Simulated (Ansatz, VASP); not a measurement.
NaCl: VASP beside Ansatz

```xyz
2
Lattice="3.6330 0.0000 0.0000 0.0000 3.6330 0.0000 0.0000 0.0000 3.6330" Properties=species:S:1:pos:R:3 pbc="T T T"
Na    0.0000    0.0000    0.0000
Cl    1.8165    1.8165    1.8165
```

Alike in both runs: task single point; functional PBEsol; k mesh 6 × 6 × 6; occupations gaussian, width 0.02 eV; no spin polarisation.

```csv
,VASP,Ansatz
version,VASP 6.6.1,Ansatz 0.2.0
potentials or method,"VASP PAW PBE potentials, release 64 (Na_pv, Cl), cutoff 520 eV","scalar-relativistic, plane waves, PAW"
valence electrons in the cell,14,16
```

Ansatz gave:

```
gap on the k mesh at the Fermi level (eV) : 3.53
least direct gap on the mesh (eV)         : 3.94
pressure (GPa)                            : -3.1
```

Task: Which values does VASP return?

Result: gap on the k mesh at the Fermi level (eV): 3.52; least direct gap on the mesh (eV): 3.94; pressure (GPa): -3.1.

VASP's potentials were made for PBE, not for PBEsol. The functional is the same, so the differences come from potentials, cutoffs and numerics. VASP's potentials hold 14 valence electrons a cell and Ansatz's 16, so a difference there can come from the potentials and not from the codes.
